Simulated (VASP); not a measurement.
Input of a VASP 6.6.1 run:

Contents of INCAR:

```
PREC = Accurate
ENCUT = 500
EDIFF = 1E-6
ISMEAR = 0
SIGMA = 0.01
LREAL = F
LASPH = T
NELM = 120
ALGO = Normal
ISIF = 2
LWAVE = F
LCHARG = F
GGA = PS
NBANDS = 15
GGA_COMPAT = F
```

The input KPOINTS:

```
Automatic mesh
0
Gamma
  6 6 6
```

File POSCAR:

```
CsBr
1.0
    4.1656280334      0.0000000000      0.0000000000
    0.0000000000      4.1656280334      0.0000000000
    0.0000000000      0.0000000000      4.1656280334
Cs Br
1 1
Direct
    0.0000000000      0.0000000000      0.0000000000
    0.5000000000      0.5000000000      0.5000000000
```

Potentials or basis: VASP PAW PBE potentials, release 64 (Cs_sv, Br).

The run is started by

```console
$ cat potpaw_PBE.64/Cs_sv/POTCAR potpaw_PBE.64/Br/POTCAR > POTCAR
$ mpirun -np 1 vasp_std > vasp.out
```

(1) What does it give for the pressure?

(2) What does it give for the band gap on the k mesh?

## Answers

(1) 1.1 GPa.

(2) 4.65 eV, direct.

Caveat: the PAW data sets were made with another functional, which shifts forces and pressure a little; spin-orbit coupling is left out, which moves the levels of the heavy elements.
